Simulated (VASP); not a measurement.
# Sr3Al2O (P-3m1) in VASP: notebook, part 2 of 2

VASP 6.6.1. Earlier steps stand in the parts before.

## 4. Relaxation of cell and atoms, PBE

Contents of INCAR:

```
SYSTEM = Sr3Al2O
PREC = Accurate ; ENCUT = 600
EDIFF = 1E-6 ; ISMEAR = 0
SIGMA = 0.1 ; LREAL = .FALSE.
LASPH = .TRUE. ; NELM = 100
ALGO = Normal ; ISIF = 3
LWAVE = .FALSE. ; LCHARG = .FALSE.
GGA = PE ; IBRION = 2
NSW = 90 ; EDIFFG = -0.04
```

Contents of KPOINTS:

```
regular mesh
0
G
  6 6 4
  0 0 0
```

Contents of POSCAR:

```
Sr3Al2O
1.0
    4.2105845300      0.0000000000      0.0000000000
   -2.1052922600      3.6464731700      0.0000000000
    0.0000000000      0.0000000000      7.3399737300
Sr Al O
3 2 1
Direct
    0.6666666700      0.3333333300      0.3529343000
    0.3333333300      0.6666666700      0.6470657000
    0.0000000000      0.0000000000      0.5000000000
    0.6666666700      0.3333333300      0.6902344200
    0.3333333300      0.6666666700      0.3097655800
    0.0000000000      0.0000000000      0.0000000000
```

Started as:

```sh
$ cat potpaw_PBE.64/Sr_sv/POTCAR potpaw_PBE.64/Al/POTCAR potpaw_PBE.64/O/POTCAR > POTCAR
$ mpirun -np 1 vasp_std > vasp.out
```

Wall time 12 min (1 thread of Intel Xeon 6975P-C (Granite Rapids), shared host); peak memory 0.33 GiB.

Results (log left out):

```yaml
Free_energy: -20.3391 eV
Relaxed_volume: 25.96 Å³/atom
Relaxed_cell: a = 5.063 Å, b = 5.063 Å, c = 7.016 Å, α = 90.00°, β = 90.00°, γ = 120.00°
Space_group_after_relaxing_to_0.1_Å: P-3m1 (No. 164)
Energy_gained_by_relaxing: 3617.9 meV/atom
Ionic_steps: 23
Pressure_after_relaxing: -0.2 GPa
Largest_force_after_relaxing: 0.013 eV/Å
Band_gap_on_the_k_mesh: 0.17 eV (least direct gap 0.21 eV)
```

Forces in eV/Å, atoms in the order of the input:
```
Sr   0.000  0.000  0.012
Sr   0.000  0.000 -0.012
Sr   0.000  0.000  0.000
Al   0.000  0.000 -0.013
Al   0.000  0.000  0.013
O    0.000  0.000  0.000
```

Stress tensor (GPa, compression positive):
```
-0.24  0.00  0.00
 0.00 -0.24  0.00
 0.00  0.00 -0.03
```

The path:
```
step  energy change (eV)  largest force (eV/Å)  pressure (GPa)  volume (Å³)
   1              0.0000                6.6561           55.13       112.70
   2            -15.0537                0.9706           -3.89       251.35
   3            -15.3015                1.5187           -0.19       213.02
   4            -15.3550                1.3193           -1.66       225.05
   5            -15.3553                1.3620           -1.35       222.31
   6            -16.0902                1.5494           -1.65       214.15
   7            -17.3986                3.3148           -0.52       185.30
   8            -17.8089                3.0126           -0.45       181.02
   9            -18.2629                1.1576            1.36       168.08
  10            -18.2937                1.7538            0.72       170.90
  11            -18.7087                1.2463            0.16       171.58
  12            -19.2651                1.4671           -0.54       172.59
  13            -19.3635                1.6879           -0.60       172.72
  14            -19.3941                1.8082           -0.53       172.66
  15            -19.6847                1.7276           -0.53       171.16
  16            -20.5319                1.4557           -0.57       166.57
  17            -21.6625                0.4481           -0.33       156.89
  18            -21.6680                0.4675            0.06       154.62
  19            -21.6814                0.2976           -0.16       155.70
  20            -21.7027                0.0806            0.14       154.48
  21            -21.7038                0.1166            0.07       154.70
  22            -21.7066                0.0631           -0.05       155.25
  23            -21.7077                0.0133           -0.17       155.77
```

Final structure:
```
CELL_PARAMETERS angstrom
5.06305 0.00000 0.00000
-2.53153 4.38473 0.00000
0.00000 0.00000 7.01646
ATOMIC_POSITIONS crystal
Sr 0.66667 0.33333 0.12310
Sr 0.33333 0.66667 0.87690
Sr 0.00000 0.00000 0.50000
Al 0.66667 0.33333 0.60089
Al 0.33333 0.66667 0.39911
O 0.00000 0.00000 0.00000
```

Levels at points of the mesh, in eV from the valence-band top:
| k point | band 17 | band 18 | band 19 | band 20 | band 21 | band 22 | band 23 | band 24 | band 25 |
| --- | --- | --- | --- | --- | --- | --- | --- | --- | --- |
| (0.00, 0.00, 0.00) | -2.62 | -1.50 | -1.42 | -1.42 | -0.92 | 0.52 | 1.04 | 1.04 | 1.84 |
| (0.50, 0.00, 0.00) | -2.35 | -2.22 | -1.74 | -0.53 | -0.08 | 0.17 | 0.51 | 1.50 | 1.58 |
| (0.00, 0.00, 0.50) | -2.69 | -2.58 | -1.37 | -1.37 | 0.00 | 0.21 | 1.22 | 1.22 | 2.25 |
| (0.50, 0.00, 0.50) | -2.36 | -2.31 | -1.40 | -1.06 | -0.71 | 0.40 | 0.93 | 1.37 | 1.93 |

Caveat: the volume moved by over 15 % at a fixed basis, so the end points are rough. A k mesh can miss the band edges.

## 5. Single point, PBE

This run uses another cell than the first one, of 25.92 Å³/atom.

Contents of INCAR:

```
SYSTEM = Sr3Al2O
PREC     = Accurate       ! precision mode
ENCUT    = 520            ! plane-wave cutoff, eV
EDIFF    = 1E-7           ! SCF threshold, eV
ISMEAR   = 0              ! smearing method
SIGMA    = 0.01           ! smearing width, eV
LREAL    = .FALSE.        ! projectors in reciprocal space
LASPH    = .TRUE.         ! aspherical terms in the spheres
NELM     = 100            ! most SCF steps
ALGO     = Normal         ! electronic algorithm
ISIF     = 2              ! what is computed and relaxed
LWAVE    = .FALSE.        ! write WAVECAR
LCHARG   = .FALSE.        ! write CHGCAR
GGA      = PE             ! functional
NBANDS   = 30             ! bands
```

Contents of KPOINTS:

```
regular mesh
0
G
  12 12 6
  0 0 0
```

Contents of POSCAR:

```
Sr3Al2O
1.0
    5.0552466451      0.0000000000      0.0000000000
   -2.5276233225      4.3779720171      0.0000000000
    0.0000000000      0.0000000000      7.0281020257
Sr Al O
3 2 1
Direct
    0.6666666667      0.3333333333      0.1235020602
    0.3333333333      0.6666666667      0.8764979398
    0.0000000000      0.0000000000      0.5000000000
    0.6666666667      0.3333333333      0.6002710515
    0.3333333333      0.6666666667      0.3997289485
    0.0000000000      0.0000000000      0.0000000000
```

Potentials or basis: VASP PAW PBE potentials, release 64 (Sr_sv, Al, O).

Started as:

```sh
$ cat potpaw_PBE.64/Sr_sv/POTCAR potpaw_PBE.64/Al/POTCAR potpaw_PBE.64/O/POTCAR > POTCAR
$ mpirun -np 1 vasp_std > vasp.out
```

OUTCAR:

```text
SYSTEM = Sr3Al2O
   PREC = Accurate
   ENCUT = 520
   EDIFF = 1E-7
   ISMEAR = 0
   LREAL = .FALSE.
   LASPH = .TRUE.
   NELM = 100
   ISIF = 2
   GGA = PE

 ion  position               nearest neighbor table
   1  0.667  0.333  0.124-   6 3.04   6 3.04   6 3.04   4 3.35   2 3.40   2 3.40   2 3.40   5 3.51
                             5 3.51   5 3.51   4 3.68   3 3.94   3 3.94   3 3.94
   2  0.333  0.667  0.876-   6 3.04   6 3.04   6 3.04   5 3.35   1 3.40   1 3.40   1 3.40   4 3.51
                             4 3.51   4 3.51   5 3.68   3 3.94   3 3.94   3 3.94
   3  0.000  0.000  0.500-   4 3.00   5 3.00   4 3.00   5 3.00   4 3.00   5 3.00   6 3.51   6 3.51
                             1 3.94   2 3.94   2 3.94   1 3.94   1 3.94   2 3.94
[... 1006 lines left out ...]
  Total        0.1073536      0.1073536      0.0701900      0.0000000      0.0000000      0.0000000
  in kB        1.1057930      1.1057930      0.7229903      0.0000000      0.0000000      0.0000000
  external PRESSURE =       0.9781921 kB  Pullay stress =       0.0000000 kB

 VOLUME and BASIS-vectors are now :
 -----------------------------------------------------------------------------
  energy-cutoff  :      520.00
  volume of cell :      155.54
      direct lattice vectors                 reciprocal lattice vectors
     5.055246645  0.000000000  0.000000000     0.197814285  0.114208131  0.000000000
    -2.527623323  4.377972017  0.000000000     0.000000000  0.228416261  0.000000000
     0.000000000  0.000000000  7.028102026     0.000000000  0.000000000  0.142285925

 POSITION                                       TOTAL-FORCE (eV/Angst)
 -----------------------------------------------------------------------------------
      2.52762      1.45932      0.86799        -0.000000      0.000000      0.002192
     -0.00000      2.91865      6.16012         0.000000      0.000000     -0.002192
      0.00000      0.00000      3.51405         0.000000      0.000000      0.000000
      2.52762      1.45932      4.21877         0.000000     -0.000000      0.001067
     -0.00000      2.91865      2.80934        -0.000000      0.000000     -0.001067
      0.00000      0.00000      0.00000         0.000000      0.000000      0.000000
 -----------------------------------------------------------------------------------
    total drift:                                0.000000     -0.000000     -0.000000

  FREE ENERGIE OF THE ION-ELECTRON SYSTEM (eV)
  ---------------------------------------------------
  free  energy   TOTEN  =       -20.3721256706 eV

  energy  without entropy=      -20.3721256706  energy(sigma->0) =      -20.37212567
```

OSZICAR:

```text
N       E                     dE             d eps       ncg     rms          rms(c)
DAV:   1     0.222052999805E+03    0.22205E+03   -0.19130E+04  6000   0.123E+03
DAV:   2    -0.358492751922E+01   -0.22564E+03   -0.21943E+03  7432   0.267E+02
DAV:   3    -0.218231008838E+02   -0.18238E+02   -0.18086E+02  8732   0.613E+01
DAV:   4    -0.227945344765E+02   -0.97143E+00   -0.96829E+00  8982   0.121E+01
DAV:   5    -0.228190531282E+02   -0.24519E-01   -0.24516E-01  8274   0.190E+00    0.284E+01
DAV:   6    -0.210668862051E+02    0.17522E+01   -0.22690E+01  6828   0.153E+01    0.220E+01
DAV:   7    -0.205629575900E+02    0.50393E+00   -0.99580E+00  7700   0.104E+01    0.122E+01
DAV:   8    -0.203554969333E+02    0.20746E+00   -0.14924E+00  7858   0.551E+00    0.108E+00
DAV:   9    -0.203724515586E+02   -0.16955E-01   -0.19730E-01  7930   0.167E+00    0.887E-01
DAV:  10    -0.203719260284E+02    0.52553E-03   -0.22735E-02  8640   0.595E-01    0.252E-01
DAV:  11    -0.203720144146E+02   -0.88386E-04   -0.37123E-03  7388   0.228E-01    0.160E-01
DAV:  12    -0.203721472396E+02   -0.13283E-03   -0.12277E-03  8818   0.154E-01    0.509E-02
DAV:  13    -0.203721297271E+02    0.17513E-04   -0.13125E-04  8418   0.452E-02    0.292E-02
DAV:  14    -0.203721263504E+02    0.33767E-05   -0.20886E-05  8168   0.196E-02    0.692E-03
DAV:  15    -0.203721258030E+02    0.54738E-06   -0.25443E-06  9118   0.644E-03    0.297E-03
DAV:  16    -0.203721256835E+02    0.11947E-06   -0.28626E-07  6622   0.233E-03    0.203E-03
DAV:  17    -0.203721256706E+02    0.12881E-07   -0.26333E-08  4788   0.877E-04
   1 F= -.20372126E+02 E0= -.20372126E+02  d E =-.186174E-14
```

Run time: 4.1 min. Hardware: 1 thread of Intel Xeon 6975P-C (Granite Rapids), shared host; peak memory 0.57 GiB.

Results:

* Free energy: -20.3721 eV
* Pressure: 0.1 GPa
* Band gap on the k mesh: 0.15 eV (least direct gap 0.20 eV)

Forces in eV/Å, atoms in the order of the input:
```
Sr   0.000  0.000  0.002
Sr   0.000  0.000 -0.002
Sr   0.000  0.000  0.000
Al   0.000  0.000  0.001
Al   0.000  0.000 -0.001
O    0.000  0.000  0.000
```

Levels at points of the mesh, in eV from the valence-band top:
```
           k point  band 17  band 18  band 19  band 20  band 21  band 22  band 23  band 24  band 25  band 26
(0.00, 0.00, 0.00)    -2.63    -1.50    -1.44    -1.44    -0.94     0.50     1.03     1.03     1.84     1.84
(0.50, 0.00, 0.00)    -2.36    -2.23    -1.76    -0.54    -0.09     0.15     0.50     1.49     1.58     2.37
(0.00, 0.00, 0.50)    -2.70    -2.59    -1.39    -1.39     0.00     0.20     1.22     1.22     2.23     2.23
(0.50, 0.00, 0.50)    -2.37    -2.31    -1.42    -1.07    -0.71     0.39     0.91     1.36     1.92     2.29
```

A k mesh can miss the band edges.

## 6. Relaxation of cell and atoms, PBE

This run uses another cell than the first one, of 25.90 Å³/atom.

Contents of INCAR:

```
  PREC = Accurate
  ENCUT = 600
  EDIFF = 1E-6
  ISMEAR = 0
  SIGMA = 0.01
  LREAL = False
  LASPH = True
  NELM = 60
  ALGO = Normal
  ISIF = 3
  LWAVE = False
  LCHARG = False
  GGA = PE
  IBRION = 2
  NSW = 100
  EDIFFG = -0.01
```

Contents of KPOINTS:

```
Automatic mesh
0
Gamma
  12 12 6
```

Contents of POSCAR:

```
Sr3Al2O
1.0
    5.0540569303      0.0000000000      0.0000000000
   -2.5270284651      4.3769416938      0.0000000000
    0.0000000000      0.0000000000      7.0260568991
Sr Al O
3 2 1
Direct
    0.6666666667      0.3333333333      0.1238901507
    0.3333333333      0.6666666667      0.8761098493
    0.0000000000      0.0000000000      0.5000000000
    0.6666666667      0.3333333333      0.6004028664
    0.3333333333      0.6666666667      0.3995971336
    0.0000000000      0.0000000000      0.0000000000
```

Potentials or basis: VASP PAW PBE potentials, release 64 (Sr_sv, Al, O).

Started as:

```sh
$ cat potpaw_PBE.64/Sr_sv/POTCAR potpaw_PBE.64/Al/POTCAR potpaw_PBE.64/O/POTCAR > POTCAR
$ mpirun -np 1 vasp_std > vasp.out
```

Run time: 16 min. Hardware: 1 thread of Oxide Virtual Turin-like, shared host; peak memory 0.58 GiB.

Results (log left out):

- Free energy: -20.3730 eV
- Relaxed volume: 25.98 Å³/atom
- Relaxed cell: a = 5.059 Å, b = 5.059 Å, c = 7.033 Å, α = 90.00°, β = 90.00°, γ = 120.00°
- Space group after relaxing (to 0.1 Å): P-3m1 (No. 164)
- Energy gained by relaxing: 0.0 meV/atom
- Ionic steps: 2
- Pressure after relaxing: 0.0 GPa
- Largest force after relaxing: 0.006 eV/Å
- Band gap on the k mesh: 0.15 eV (least direct gap 0.20 eV)

Forces in eV/Å, atoms in the order of the input:
```
Sr   0.000  0.000 -0.006
Sr   0.000  0.000  0.006
Sr   0.000  0.000  0.000
Al   0.000  0.000 -0.001
Al   0.000  0.000  0.001
O    0.000  0.000  0.000
```

Step by step:
| step | energy change (eV) | largest force (eV/Å) | pressure (GPa) | volume (Å³) |
| --- | --- | --- | --- | --- |
| 1 | 0.0000 | 0.0156 | 0.13 | 155.43 |
| 2 | -0.0002 | 0.0056 | 0.02 | 155.89 |

Final structure:
```yaml
crystal:
  lattice:
    - [5.05928, 0.00000, 0.00000]
    - [-2.52964, 4.38146, 0.00000]
    - [0.00000, 0.00000, 7.03268]
  atoms:
    - { symbol: Sr, position: [0.66667, 0.33333, 0.12378] }
    - { symbol: Sr, position: [0.33333, 0.66667, 0.87622] }
    - { symbol: Sr, position: [0.00000, 0.00000, 0.50000] }
    - { symbol: Al, position: [0.66667, 0.33333, 0.60040] }
    - { symbol: Al, position: [0.33333, 0.66667, 0.39960] }
    - { symbol: O, position: [0.00000, 0.00000, 0.00000] }
```

Levels at points of the mesh, in eV from the valence-band top:
```tsv
k point	band 19	band 20	band 21	band 22	band 23	band 24
(0.00, 0.00, 0.00)	-1.44	-1.44	-0.94	0.50	1.03	1.03
(0.50, 0.00, 0.00)	-1.75	-0.54	-0.09	0.15	0.50	1.48
(0.00, 0.00, 0.50)	-1.39	-1.39	0.00	0.20	1.22	1.22
(0.50, 0.00, 0.50)	-1.41	-1.07	-0.72	0.39	0.91	1.36
```

A k mesh can miss the band edges.

## 7. The runs side by side

```csv
task,cell,k mesh,cutoff (eV),smearing,gap on the mesh (eV),pressure (GPa),relaxed volume (Å³/atom),largest force (eV/Å)
single point,"a = 4.211, b = 4.211, c = 7.340 Å, angles 90.0, 90.0, 120.0°, 6 atoms, atomic positions A",6 × 6 × 4,520,gaussian 0.1 eV,none,55.1,-,6.66
single point,"a = 5.054, b = 5.054, c = 7.026 Å, angles 90.0, 90.0, 120.0°, 6 atoms, atomic positions B",6 × 6 × 4,520,gaussian 0.1 eV,0.16,0.1,-,0.02
relaxation of cell and atoms,"relaxed from a = 4.211, b = 4.211, c = 7.340 Å, angles 90.0, 90.0, 120.0°, 6 atoms, atomic positions A",6 × 6 × 4,600,gaussian 0.1 eV,0.17,-0.2,25.96,0.01
single point,"a = 5.055, b = 5.055, c = 7.028 Å, angles 90.0, 90.0, 120.0°, 6 atoms, atomic positions B",12 × 12 × 6,520,gaussian 0.01 eV,0.15,0.1,-,-
relaxation of cell and atoms,"relaxed from a = 5.054, b = 5.054, c = 7.026 Å, angles 90.0, 90.0, 120.0°, 6 atoms, atomic positions B",12 × 12 × 6,600,gaussian 0.01 eV,0.15,0.0,25.98,0.01
```

Alike in all rows: level PBE; potentials or basis VASP PAW PBE potentials, release 64 (Sr_sv, Al, O); no spin polarisation.

Caveats: the cell stands under pressure (at least some runs); forces of over 1 eV/Å act on the atoms, so gaps and moduli don't describe the material at rest (at least some runs); the volume moved by over 15 % at a fixed basis, so the end points are rough (at least some runs).

Absolute energies hang on the potentials; compare differences alone.
